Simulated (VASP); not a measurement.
Runs of VASP 6.6.1 on BeS. The structure is that of space group F-43m (No. 216), or close to it. The cells are those of the table. 

```tsv
cell	gap on the mesh (eV)	pressure (GPa)
a = 3.384, b = 3.330 Å, angles 60.5, 58.9, 60.5°, 2 atoms	2.64	5.4
a = 3.385, b = 3.412 Å, angles 59.7, 60.5, 59.7°, 2 atoms	2.71	2.6
a = 3.423, b = 3.339 Å, angles 60.8, 58.4, 60.8°, 2 atoms	2.63	2.6
a = 3.376, b = 3.430 Å, angles 59.5, 61.1, 59.5°, 2 atoms	(a)	2.6
a = 3.492, b = 3.520 Å, angles 59.7, 60.5, 59.7°, 2 atoms	2.93	-5.8
a = 3.466, b = 3.493 Å, angles 59.7, 60.5, 59.7°, 2 atoms	(b)	-4.0
a = 3.403, b = 3.375 Å, angles 60.3, 59.5, 60.3°, 2 atoms	(c)	2.6
a = 3.412, b = 3.357 Å, angles 60.5, 58.9, 60.5°, 2 atoms	2.71	2.6
```

Alike in all rows: task single point; level PBEsol; potentials or basis VASP PAW PBE potentials, release 64 (Be, S); no spin polarisation; k mesh 10 × 10 × 10; cutoff (eV) 520; smearing gaussian 0.05 eV.

Fill in the values left out.

(a) 2.58; (b) 2.88; (c) 2.78.

Caveats: the PAW data sets were made with another functional, which shifts forces and pressure a little; the cell stands under tension (at least some runs); the cell stands under pressure (at least some runs).

A k mesh can miss the band edges.
